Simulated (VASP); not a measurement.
# CdS (F-43m) in VASP: settings compared

Aim: see how the results for CdS move with the level of theory and the settings. Levels: PBE-based screened hybrid with 25 % exact exchange, BLYP+D4, revPBE+D3(BJ), BLYP. Tasks: relaxation of cell and atoms, single point.

All numbers are computed with VASP 6.6.1; they aren't measurements. Logs are shortened: lines on timing, memory, paths and dates and some standing lists are left out, and cuts for length are marked.

## (1) The cell of the first run

Symmetry: F-43m, No. 216, cubic system. The conventional cell has a = 5.833 Å, b = 5.833 Å, c = 5.833 Å, α = 90.00°, β = 90.00°, γ = 90.00°. Cd (site symmetry -43m) has 4 S at 2.53 Å within 3.3 Å. S (site symmetry -43m) has 4 Cd at 2.53 Å within 3.3 Å.

## (2) Relaxation of cell and atoms, PBE-based screened hybrid with 25 % exact exchange

POSCAR

```
CdS
1.0
    0.0000000000      2.9165000000      2.9165000000
    2.9165000000      0.0000000000      2.9165000000
    2.9165000000      2.9165000000      0.0000000000
Cd S
1 1
Direct
    0.0000000000      0.0000000000      0.0000000000
    0.7500000000      0.7500000000      0.7500000000
```

INCAR.step1

```
SYSTEM = CdS
PREC = Accurate
ENCUT = 500
EDIFF = 1E-5
ISMEAR = -1
SIGMA = 0.05
LREAL = .False.
LASPH = .True.
NELM = 120
ALGO = Normal
LWAVE = .True.
LCHARG = .False.
GGA = PE
NBANDS = 16
GGA_COMPAT = .False.
IBRION = 2
ISIF = 3
EDIFFG = -0.005
NELMIN = 4
NSW = 100
```

INCAR.step2

```
SYSTEM = CdS
PREC = Accurate
ENCUT = 500
EDIFF = 1E-7
ISMEAR = -1
SIGMA = 0.05
LREAL = .False.
LASPH = .True.
NELM = 120
ALGO = Normal
ISIF = 3
LWAVE = .False.
LCHARG = .False.
GGA = PE
LHFCALC = .True.
AEXX = 0.25
HFSCREEN = 0.3
PRECFOCK = Normal
IBRION = 2
NSW = 60
EDIFFG = -0.01
ISTART = 1
GGA_COMPAT = .False.
NELMIN = 4
```

KPOINTS

```
regular mesh
0
Gamma
  4 4 4
  0 0 0
```

Potentials or basis: VASP PAW PBE potentials, release 64 (Cd, S).

Started as:

```bash
$ cat potpaw_PBE.64/Cd/POTCAR potpaw_PBE.64/S/POTCAR > POTCAR
$ cp INCAR.step1 INCAR
$ mpirun -np 1 vasp_std > vasp.out
$ cp INCAR.step2 INCAR
$ mpirun -np 1 vasp_std > vasp.out
```

OUTCAR:

```text
SYSTEM = CdS
   PREC = Accurate
   ENCUT = 500
   EDIFF = 1E-7
   ISMEAR = -1
   LREAL = .False.
   LASPH = .True.
   NELM = 120
   ISIF = 3
   GGA = PE
   LHFCALC = .True.
   AEXX = 0.25
   HFSCREEN = 0.3
   PRECFOCK = Normal
   IBRION = 2
   NSW = 60
   EDIFFG = -0.01
   ISTART = 1
   NELMIN = 4

 ion  position               nearest neighbor table
   1  0.000  0.000  0.000-   2 2.53   2 2.53   2 2.53   2 2.53
   2  0.750  0.750  0.750-   1 2.53   1 2.53   1 2.53   1 2.53

  LATTYP: Found a face centered cubic cell.
 ALAT       =     5.8330000000

  Lattice vectors:

 A1 = (   0.0000000000,   2.9165000000,   2.9165000000)
 A2 = (   2.9165000000,   0.0000000000,   2.9165000000)
 A3 = (   2.9165000000,   2.9165000000,   0.0000000000)

Analysis of symmetry for initial positions (statically):
=====================================================================
 Subroutine PRICEL returns:
 Original cell was already a primitive cell.

 Routine SETGRP: Setting up the symmetry group for a
 face centered cubic supercell.

 Subroutine GETGRP returns: Found 24 space group operations
 (whereof 24 operations were pure point group operations)
 out of a pool of 48 trial point group operations.

The static configuration has the point symmetry T_d .

Analysis of symmetry for dynamics (positions and initial velocities):
=====================================================================
 Subroutine PRICEL returns:
 Original cell was already a primitive cell.

 Routine SETGRP: Setting up the symmetry group for a
 face centered cubic supercell.

 Subroutine GETGRP returns: Found 24 space group operations
 (whereof 24 operations were pure point group operations)
 out of a pool of 48 trial point group operations.

The dynamic configuration has the point symmetry T_d .

 Subroutine INISYM returns: Found 24 space group operations
 (whereof 24 operations are pure point group operations),
 and found     1 'primitive' translations

----------------------------------------------------------------------------------------

                                     Primitive cell

  volume of cell :      49.6153

  direct lattice vectors                    reciprocal lattice vectors
     0.000000000  2.916500000  2.916500000    -0.171438368  0.171438368  0.171438368
     2.916500000  0.000000000  2.916500000     0.171438368 -0.171438368  0.171438368
     2.916500000  2.916500000  0.000000000     0.171438368  0.171438368 -0.171438368

  length of vectors
     4.124553855  4.124553855  4.124553855     0.296939964  0.296939964  0.296939964

  position of ions in fractional coordinates (direct lattice)
     0.000000000  0.000000000  0.000000000
     0.750000000  0.750000000  0.750000000

  ion indices of the primitive-cell ions
   primitive index   ion index
                 1           1
                 2           2

----------------------------------------------------------------------------------------

 KPOINTS: regular mesh

Automatic generation of k-mesh.
 Grid dimensions read from file:
 generate k-points for:    4    4    4

 Generating k-lattice:

  Cartesian coordinates                     Fractional coordinates (reciprocal lattice)
    -0.042859592  0.042859592  0.042859592     0.250000000  0.000000000  0.000000000
     0.042859592 -0.042859592  0.042859592     0.000000000  0.250000000  0.000000000
     0.042859592  0.042859592 -0.042859592     0.000000000  0.000000000  0.250000000

  Length of vectors
     0.074234991  0.074234991  0.074234991

  Shift w.r.t. Gamma in fractional coordinates (k-lattice)
     0.000000000  0.000000000  0.000000000

 Subroutine IBZKPT returns following result:
 ===========================================

 Found      8 irreducible k-points:

 Following reciprocal coordinates:
            Coordinates               Weight
  0.000000  0.000000  0.000000      1.000000
  0.250000  0.000000  0.000000      8.000000
  0.500000  0.000000  0.000000      4.000000
  0.250000  0.250000  0.000000      6.000000
  0.500000  0.250000  0.000000     24.000000
 -0.250000  0.250000  0.000000     12.000000
  0.500000  0.500000  0.000000      3.000000
 -0.250000  0.500000  0.250000      6.000000
   k-points           NKPTS =      8   k-points in BZ     NKDIM =     64   number of bands    NBANDS=     13
   number of dos      NEDOS =    301   number of ions     NIONS =      2
   total plane-waves  NPLWV =  27000
   dimension x,y,z NGX =    30 NGY =   30 NGZ =   30
   dimension x,y,z NGXF=    60 NGYF=   60 NGZF=   60
   ions per type =               1   1
   NGX,Y,Z   is equivalent  to a cutoff of  12.09, 12.09, 12.09 a.u.
   NGXF,Y,Z  is equivalent  to a cutoff of  24.18, 24.18, 24.18 a.u.
 SYSTEM =  CdS
   PREC   = accura    normal or accurate (medium, high low for compatibility)
   ISTART =      1    job   : 0-new  1-cont  2-samecut
   ICHARG =      0    charge: 1-file 2-atom 10-const
   ISPIN  =      1    spin polarized calculation?
   LNONCOLLINEAR =      F non collinear calculations
   LSORBIT =      F    spin-orbit coupling
   LASPH  =      T    aspherical Exc in radial PAW
   ENCUT  =  500.0 eV  36.75 Ry    6.06 a.u.   7.52  7.52  7.52*2*pi/ulx,y,z
   NELM   =    120;   NELMIN=  4; NELMDL=  0     # of ELM steps
   EDIFF  = 0.1E-06   stopping-criterion for ELM
   LREAL  =      F    real-space projection
   EDIFFG = -.1E-01   stopping-criterion for IOM
   NSW    =     60    number of steps for IOM
   IBRION =      2    ionic relax: 0-MD 1-quasi-New 2-CG
   NFREE  =      1    steps in history (QN), initial steepest desc. (CG)
   ISIF   =      3    stress and relaxation
   ISYM   =      3    0-nonsym 1-usesym 2-fastsym
   POTIM  = 0.5000    time-step for ionic-motion
   TEBEG  =    0.0;   TEEND  =   0.0 temperature during run
   PSTRESS=    0.0 pullay stress
   NELECT =      18.0000    total number of electrons
   NUPDOWN=      -1.0000    fix difference up-down
   EMIN   =  10.00;   EMAX   =-10.00  energy-range for DOS
   EFERMI =   0.00;   METHOD = LEGACY
   ISMEAR =    -1;   SIGMA  =   0.05  broadening in eV -4-tet -1-fermi 0-gaus
   EFERMI_NEDOS =   21; number of points for ismear=-14 and -15
   IALGO  =     38    algorithm
   IMIX   =      1    mixing-type and parameters
     AMIX     =   0.40;   BMIX     =  1.00
     AMIX_MAG =   1.60;   BMIX_MAG =  1.00
  volume/ion in A,a.u.               =      24.81       167.41
  Fermi-wavevector in a.u.,A,eV,Ry     =   1.167599  2.206442 18.548649  1.363287
  Thomas-Fermi vector in A             =   2.304097
   LORBIT       =      0    0 simple, 1 ext, 2 COOP (PROOUT), +10 PAW based schemes
   GGA     = PE    functional components
   LHFCALC =     T    Hartree Fock is set to
   PRECFOCK=normal    Normal, Fast or Accurate (Low or Medium for compatibility)
   ENCUT4O =  -1.0   cutoff for four orbital integrals eV
   NKREDX  =     1    reduce k-point grid by
   NKREDY  =     1    reduce k-point grid by
   NKREDZ  =     1    reduce k-point grid by
   AEXX    =    0.2500 exact exchange contribution
   HFSCREEN=    0.3000 screening length (either q_TF or 0.3 A-1)
   HFSCREENC=   0.3000 screening length for correlation (either q_TF or 0.3 A-1)
   ENCUTFOCK=  -1.0 apply spherical cutoff to Coloumb kernel
   IVDW    =     0    specifies the selected vdW correction
   LEPSILON=     F    determine dielectric tensor
   LRPA    =     F    only Hartree local field effects (RPA)
 conjugate gradient relaxation of ions
 non-spin polarized calculation
  energy-cutoff  :      500.00
  volume of cell :       49.62
 maximum number of plane-waves:      1283
  NGX = 24; NGY = 24; NGZ = 24

--------------------------------------- Ionic step        1  -------------------------------------------

 number of electron      18.0000003 magnetization

 Free energy of the ion-electron system (eV)
  ---------------------------------------------------
  ext. energy  EPLUGINS =         0.00000000
  ---------------------------------------------------
  free energy    TOTEN  =        -7.36255591 eV

  energy without entropy =       -7.36255591  energy(sigma->0) =       -7.36255591

------------------------ aborting loop because EDIFF is reached ----------------------------------------

  FORCE on cell =-STRESS in cart. coord.  units (eV):
  Direction    XX          YY          ZZ          XY          YZ          ZX
  --------------------------------------------------------------------------------------
  -------------------------------------------------------------------------------------
  Total        0.7211442      0.7211442      0.7211442      0.0000000     -0.0000000      0.0000000
  in kB       23.2871721     23.2871721     23.2871721      0.0000000     -0.0000000      0.0000000
  external PRESSURE =      23.2871721 kB  Pullay stress =       0.0000000 kB
[... 57 lines left out ...]
  energy  without entropy=       -7.3732455307  energy(sigma->0) =       -7.37324553

--------------------------------------- Ionic step        3  -------------------------------------------

 number of electron      17.9999990 magnetization

 Free energy of the ion-electron system (eV)
  ---------------------------------------------------
  ext. energy  EPLUGINS =         0.00000000
  ---------------------------------------------------
  free energy    TOTEN  =        -7.37547729 eV

  energy without entropy =       -7.37547729  energy(sigma->0) =       -7.37547729

 E-fermi :   1.4687     XC(G=0):  -7.5936

 val. band max:        0.4923397020   @ k =   0.0000   0.0000   0.0000
 cond. band min:       2.3821439299   @ k =   0.0000   0.0000   0.0000
 fundamental gap:      1.8898042279
 Fermi energy:         1.4687131008

 k-point     1 :       0.0000    0.0000    0.0000
  band No.  band energies     occupation
      1     -12.7532      2.00000
      2      -8.1955      2.00000
      3      -8.1955      2.00000
      4      -8.1955      2.00000
      5      -7.7634      2.00000
      6      -7.7634      2.00000
      7       0.4923      2.00000
      8       0.4923      2.00000
      9       0.4923      2.00000
     10       2.3821      0.00000
     11       7.9646      0.00000
     12       7.9646      0.00000
     13       7.9646      0.00000
[... 139 lines left out ...]
  FREE ENERGIE OF THE ION-ELECTRON SYSTEM (eV)
  ---------------------------------------------------
  free  energy   TOTEN  =        -7.3754772948 eV

  energy  without entropy=       -7.3754772941  energy(sigma->0) =       -7.37547729

 reached required accuracy - stopping structural energy minimisation
```

It took 9.5 min on 1 thread of Intel Xeon 6975P-C (Granite Rapids), shared host; peak memory 0.27 GiB.

What came out:

- Free energy: -7.3755 eV
- Relaxed volume: 25.73 Å³/atom
- Relaxed cell: a = 4.175 Å, b = 4.175 Å, c = 4.175 Å, α = 60.00°, β = 60.00°, γ = 60.00°
- Space group after relaxing (to 0.1 Å): F-43m (No. 216)
- Energy gained by relaxing: 6.5 meV/atom
- Ionic steps: 3
- Pressure after relaxing: 0.0 GPa
- Band gap on the k mesh: 1.89 eV

Step by step:
| step | energy change (eV) | largest force (eV/Å) | pressure (GPa) | volume (Å³) |
| --- | --- | --- | --- | --- |
| 1 | 0.0000 | 0.0000 | 2.33 | 49.62 |
| 2 | -0.0107 | 0.0000 | -0.88 | 52.25 |
| 3 | -0.0129 | 0.0000 | 0.00 | 51.45 |

Final structure:
```
Cd S
1.0
     0.00000    2.95202    2.95202
     2.95202    0.00000    2.95202
     2.95202    2.95202    0.00000
Cd S
1 1
Direct
  0.00000 0.00000 0.00000
  0.75000 0.75000 0.75000
```

Levels at points of the mesh, in eV from the valence-band top:
| k point | band 5 | band 6 | band 7 | band 8 | band 9 | band 10 | band 11 | band 12 | band 13 |
| --- | --- | --- | --- | --- | --- | --- | --- | --- | --- |
| (0.00, 0.00, 0.00) | -8.26 | -8.26 | 0.00 | 0.00 | 0.00 | 1.89 | 7.47 | 7.47 | 7.47 |
| (0.50, 0.00, 0.00) | -8.22 | -7.87 | -4.40 | -0.74 | -0.74 | 3.83 | 7.91 | 7.91 | 8.32 |
| (0.50, 0.50, 0.00) | -8.18 | -7.79 | -3.99 | -1.86 | -1.86 | 4.30 | 5.19 | 10.12 | 11.78 |

Caveat: the k points lie up to 0.46 Å⁻¹ apart in the final cell; the PAW data sets were made with another functional, which shifts forces and pressure a little. Zero-point motion and thermal expansion aren't in these numbers.

(Continued in part 2 of 3.)
